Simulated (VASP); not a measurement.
# ZnCd2Se3 in VASP: single point with PBEsol

Aim: the single point of ZnCd2Se3 with PBEsol.

Everything below comes from runs of VASP 6.6.1. Logs are shortened: lines on timing, memory, paths and dates and some standing lists are left out, and cuts for length are marked.

## 1. The cell of the first run

The typed cell holds 6 atoms: a = 6.766 Å, b = 6.766 Å, c = 6.766 Å, α = 147.01°, β = 130.33°, γ = 60.93°.

## 2. Single point, PBEsol

Contents of INCAR:

```
SYSTEM = ZnCd2Se3
PREC = Accurate
ENCUT = 520
EDIFF = 1E-6
ISMEAR = -1
SIGMA = 0.05
LREAL = .False.
LASPH = .True.
NELM = 80
ALGO = Normal
ISIF = 2
LWAVE = .False.
LCHARG = .False.
GGA = PS
NBANDS = 36
```

Contents of KPOINTS:

```
Automatic mesh
0
Gamma
  6 6 6
  0 0 0
```

Contents of POSCAR:

```
ZnCd2Se3
1.0
   -1.9215252330      2.8416601419      5.8317001190
    1.9213105807     -2.8414998585      5.8316970778
    1.9207405591      2.8421235290     -5.8317813017
Zn Cd Se
1 2 3
Direct
   -0.0458618657      0.0009785056     -0.0418029151
    0.6654575035      0.6711779276     -0.0005598843
    0.3251693954      0.3308429768     -0.0006138377
    0.5171085932      0.0010555484      0.5212572233
    0.1622705799      0.6551279765      0.5117369432
    0.8535213267      0.3467599889      0.5121073826
```

Potentials or basis: VASP PAW PBE potentials, release 64 (Zn, Cd, Se).

Run with:

```sh
$ cat potpaw_PBE.64/Zn/POTCAR potpaw_PBE.64/Cd/POTCAR potpaw_PBE.64/Se/POTCAR > POTCAR
$ mpirun -np 1 vasp_std > vasp.out
```

OUTCAR:

```text
SYSTEM = ZnCd2Se3
   PREC = Accurate
   ENCUT = 520
   EDIFF = 1E-6
   ISMEAR = -1
   LREAL = .False.
   LASPH = .True.
   NELM = 80
   ISIF = 2
   GGA = PS

 ion  position               nearest neighbor table
   1  0.954  0.001  0.958-   4 2.48   5 2.65   6 2.65   6 2.65   5 2.65
   2  0.665  0.671  0.999-   4 2.76   4 2.76   5 2.78   6 2.81   6 2.81   5 2.92
   3  0.325  0.331  0.999-   4 2.76   4 2.76   6 2.78   5 2.81   5 2.81   6 2.92
   4  0.517  0.001  0.521-   1 2.48   3 2.76   2 2.76   3 2.76   2 2.76
   5  0.162  0.655  0.512-   1 2.65   1 2.65   2 2.78   3 2.81   3 2.81   2 2.92
   6  0.854  0.347  0.512-   1 2.65   1 2.65   3 2.78   2 2.81   2 2.81   3 2.92

  LATTYP: Found a base centered monoclinic cell.
 ALAT       =    20.6587317402
 B/A-ratio  =     0.1859771084
 C/A-ratio  =     0.2751274278
 COS(beta)  =    -0.8253819796

  Lattice vectors:

 A1 = (   1.9223099069,  -8.5254438128,  -5.8316189363)
 A2 = (  -1.9197412329,  -8.5260674833,  -5.8315347124)
 A3 = (  -0.0007846739,   5.6837836709,  -0.0000811827)

Analysis of symmetry for initial positions (statically):
=====================================================================
 Subroutine PRICEL returns:
 Original cell was already a primitive cell.

 Routine SETGRP: Setting up the symmetry group for a
 base centered monoclinic supercell.

 Subroutine GETGRP returns: Found  1 space group operations
 (whereof  1 operations were pure point group operations)
 out of a pool of  4 trial point group operations.

The static configuration has the point symmetry C_1 .

Analysis of symmetry for dynamics (positions and initial velocities):
=====================================================================
 Subroutine PRICEL returns:
 Original cell was already a primitive cell.

 Routine SETGRP: Setting up the symmetry group for a
 base centered monoclinic supercell.

 Subroutine GETGRP returns: Found  1 space group operations
 (whereof  1 operations were pure point group operations)
 out of a pool of  4 trial point group operations.

The dynamic configuration has the point symmetry C_1 .

 Subroutine INISYM returns: Found  1 space group operations
 (whereof  1 operations are pure point group operations),
 and found     1 'primitive' translations

----------------------------------------------------------------------------------------

                                     Primitive cell

  volume of cell :     127.3491

  direct lattice vectors                    reciprocal lattice vectors
    -1.921525233  2.841660142  5.831700119    -0.000026680  0.175940359  0.085735895
     1.921310581 -2.841499859  5.831697078     0.260279513  0.000037158  0.085743103
     1.920740559  2.842123529 -5.831781302     0.260249074  0.175975067  0.000002371

  length of vectors
     6.765797652  6.765666752  6.765839460     0.195718303  0.274038876  0.314160476

  position of ions in fractional coordinates (direct lattice)
     0.954138134  0.000978506  0.958197085
     0.665457504  0.671177928  0.999440116
     0.325169395  0.330842977  0.999386162
     0.517108593  0.001055548  0.521257223
     0.162270580  0.655127976  0.511736943
     0.853521327  0.346759989  0.512107383

  ion indices of the primitive-cell ions
   primitive index   ion index
                 1           1
                 2           2
                 3           3
                 4           4
                 5           5
                 6           6

----------------------------------------------------------------------------------------

 KPOINTS: Automatic mesh

Automatic generation of k-mesh.
 Grid dimensions read from file:
 generate k-points for:    6    6    6

 Generating k-lattice:

  Cartesian coordinates                     Fractional coordinates (reciprocal lattice)
    -0.000004447  0.029323393  0.014289316     0.166666667  0.000000000  0.000000000
     0.043379919  0.000006193  0.014290517     0.000000000  0.166666667  0.000000000
     0.043374846  0.029329178  0.000000395     0.000000000  0.000000000  0.166666667

  Length of vectors
     0.032619717  0.045673146  0.052360079

  Shift w.r.t. Gamma in fractional coordinates (k-lattice)
     0.000000000  0.000000000  0.000000000

 Subroutine IBZKPT returns following result:
 ===========================================

 Found    112 irreducible k-points:

 Following reciprocal coordinates:
            Coordinates               Weight
  0.000000  0.000000  0.000000      1.000000
  0.166667 -0.000000  0.000000      2.000000
  0.333333 -0.000000 -0.000000      2.000000
  0.500000 -0.000000 -0.000000      1.000000
  0.000000  0.166667  0.000000      2.000000
  0.166667  0.166667 -0.000000      2.000000
[... 16 lines left out ...]
  0.333333  0.000000  0.166667      2.000000
  0.500000 -0.000000  0.166667      2.000000
 [... further k-points ...]
   k-points           NKPTS =    112   k-points in BZ     NKDIM =    112   number of bands    NBANDS=     36
   number of dos      NEDOS =    301   number of ions     NIONS =      6
   total plane-waves  NPLWV = 125000
   dimension x,y,z NGX =    50 NGY =   50 NGZ =   50
   dimension x,y,z NGXF=   100 NGYF=  100 NGZF=  100
   ions per type =               1   2   3
   NGX,Y,Z   is equivalent  to a cutoff of  12.29, 12.29, 12.29 a.u.
   NGXF,Y,Z  is equivalent  to a cutoff of  24.57, 24.57, 24.57 a.u.
 SYSTEM =  ZnCd2Se3
   PREC   = accura    normal or accurate (medium, high low for compatibility)
   ISTART =      0    job   : 0-new  1-cont  2-samecut
   ICHARG =      2    charge: 1-file 2-atom 10-const
   ISPIN  =      1    spin polarized calculation?
   LNONCOLLINEAR =      F non collinear calculations
   LSORBIT =      F    spin-orbit coupling
   LASPH  =      T    aspherical Exc in radial PAW
   ENCUT  =  520.0 eV  38.22 Ry    6.18 a.u.  12.58 12.58 12.58*2*pi/ulx,y,z
   NELM   =     80;   NELMIN=  2; NELMDL= -5     # of ELM steps
   EDIFF  = 0.1E-05   stopping-criterion for ELM
   LREAL  =      F    real-space projection
   EDIFFG = 0.1E-04   stopping-criterion for IOM
   NSW    =      0    number of steps for IOM
   IBRION =     -1    ionic relax: 0-MD 1-quasi-New 2-CG
   NFREE  =      0    steps in history (QN), initial steepest desc. (CG)
   ISIF   =      2    stress and relaxation
   ISYM   =      2    0-nonsym 1-usesym 2-fastsym
   POTIM  = 0.5000    time-step for ionic-motion
   TEBEG  =    0.0;   TEEND  =   0.0 temperature during run
   PSTRESS=    0.0 pullay stress
   NELECT =      54.0000    total number of electrons
   NUPDOWN=      -1.0000    fix difference up-down
   EMIN   =  10.00;   EMAX   =-10.00  energy-range for DOS
   EFERMI =   0.00;   METHOD = LEGACY
   ISMEAR =    -1;   SIGMA  =   0.05  broadening in eV -4-tet -1-fermi 0-gaus
   EFERMI_NEDOS =   21; number of points for ismear=-14 and -15
   IALGO  =     38    algorithm
   IMIX   =      4    mixing-type and parameters
     AMIX     =   0.40;   BMIX     =  1.00
     AMIX_MAG =   1.60;   BMIX_MAG =  1.00
  volume/ion in A,a.u.               =      21.22       143.23
  Fermi-wavevector in a.u.,A,eV,Ry     =   1.229912  2.324197 20.581321  1.512684
  Thomas-Fermi vector in A             =   2.364781
   LORBIT       =      0    0 simple, 1 ext, 2 COOP (PROOUT), +10 PAW based schemes
   GGA     = PS    functional components
   LHFCALC =     F    Hartree Fock is set to
   AEXX    =    0.0000 exact exchange contribution
   IVDW    =     0    specifies the selected vdW correction
   LEPSILON=     F    determine dielectric tensor
   LRPA    =     F    only Hartree local field effects (RPA)
 non-spin polarized calculation
  energy-cutoff  :      520.00
  volume of cell :      127.35
 maximum number of plane-waves:      3451
   NGX = 25   NGY = 25   NGZ = 25

 number of electron      54.0000001 magnetization

 Free energy of the ion-electron system (eV)
  ---------------------------------------------------
  ext. energy  EPLUGINS =         0.00000000
  ---------------------------------------------------
  free energy    TOTEN  =       -18.15254127 eV

  energy without entropy =      -18.14269610  energy(sigma->0) =      -18.14761868

 E-fermi :   2.9120     XC(G=0): -10.5243

 val. band max:        2.8858044331   @ k =   0.1667   0.5000   0.5000
 cond. band min:       2.9301510874   @ k =   0.5000  -0.3333   0.3333
 fundamental gap:      0.0443466543
 Fermi energy:         2.9120398186

 k-point     1 :       0.0000    0.0000    0.0000
  band No.  band energies     occupation
      1     -10.7140      2.00000
      2      -9.5533      2.00000
      3      -9.4316      2.00000
      4      -5.3953      2.00000
      5      -5.3766      2.00000
      6      -5.2863      2.00000
[... 28 lines left out ...]
     35      10.3208      0.00000
     36      11.2466      0.00000

 k-point     2 :       0.1667   -0.0000    0.0000
  band No.  band energies     occupation
      1     -10.6236      2.00000
      2      -9.5702      2.00000
      3      -9.4776      2.00000
      4      -5.4042      2.00000
      5      -5.3892      2.00000
      6      -5.3025      2.00000
[... 28 lines left out ...]
     35      10.4728      0.00000
     36      10.5776      0.00000

 k-point     3 :       0.3333   -0.0000   -0.0000
  band No.  band energies     occupation
      1     -10.3777      2.00000
      2      -9.7172      2.00000
      3      -9.5254      2.00000
      4      -5.4399      2.00000
      5      -5.4192      2.00000
      6      -5.3629      2.00000
[... 28 lines left out ...]
     35       9.7486      0.00000
     36       9.8406      0.00000
[... 742 lines left out ...]
 k-point    23 :       0.3333    0.0000    0.1667
  band No.  band energies     occupation
      1     -10.0117      2.00000
      2      -9.8136      2.00000
      3      -9.5201      2.00000
      4      -5.4409      2.00000
      5      -5.4182      2.00000
      6      -5.3814      2.00000
[... 28 lines left out ...]
     35       9.2491      0.00000
     36       9.5712      0.00000

 k-point    24 :       0.5000   -0.0000    0.1667
  band No.  band energies     occupation
      1     -10.1652      2.00000
      2      -9.6981      2.00000
      3      -9.5348      2.00000
      4      -5.4183      2.00000
      5      -5.3666      2.00000
      6      -5.3566      2.00000
[... 28 lines left out ...]
     35       9.2757      0.00000
     36       9.5003      0.00000

 [... further k-points ...]
[... 5 lines left out ...]
  --------------------------------------------------------------------------------------
  -------------------------------------------------------------------------------------
  Total        0.3159858      0.2815213      0.3436461      0.0000381      0.0000440     -0.0004224
  in kB        3.9754147      3.5418171      4.3234085      0.0004789      0.0005535     -0.0053147
  external PRESSURE =       3.9468801 kB  Pullay stress =       0.0000000 kB

 VOLUME and BASIS-vectors are now :
 -----------------------------------------------------------------------------
  energy-cutoff  :      520.00
  volume of cell :      127.35
      direct lattice vectors                 reciprocal lattice vectors
    -1.921525233  2.841660142  5.831700119    -0.000026680  0.175940359  0.085735895
     1.921310581 -2.841499859  5.831697078     0.260279513  0.000037158  0.085743103
     1.920740559  2.842123529 -5.831781302     0.260249074  0.175975067  0.000002371

 POSITION                                       TOTAL-FORCE (eV/Angst)
 -----------------------------------------------------------------------------------
      0.00893      5.43187     -0.01804        -0.000070      0.014707      0.000668
      1.93051      2.82438      1.96634         0.000032      0.003566      0.005339
      1.93039      2.82431     -2.00254        -0.000040      0.003557     -0.005160
      0.00959      2.94792     -0.01808        -0.000228     -0.013480     -0.000041
      1.92981      0.05399      1.78248         0.000047     -0.004240     -0.016678
      0.00980      2.89557      4.01318         0.000259     -0.004110      0.015872
 -----------------------------------------------------------------------------------
    total drift:                               -0.000364     -0.000697      0.001756

  FREE ENERGIE OF THE ION-ELECTRON SYSTEM (eV)
  ---------------------------------------------------
  free  energy   TOTEN  =       -18.1525412651 eV

  energy  without entropy=      -18.1426961041  energy(sigma->0) =      -18.14761868
```

It took 7 min on 1 thread of Intel Xeon 6975P-C (Granite Rapids), shared host; peak memory 0.66 GiB.

Results:

```yaml
Free_energy: -18.1525 eV
Pressure: 0.4 GPa
Largest_force: 0.017 eV/Å
Band_gap_on_the_k_mesh: zero (band 27 reaches 2.93 eV, above the bottom of band 28 at 2.24 eV)
```

Forces in eV/Å, atoms in the order of the input:
```
Zn   0.000  0.015  0.001
Cd   0.000  0.004  0.005
Cd   0.000  0.004 -0.005
Se   0.000 -0.013  0.000
Se   0.000 -0.004 -0.017
Se   0.000 -0.004  0.016
```

Caveat: the PAW data sets were made with another functional, which shifts forces and pressure a little.
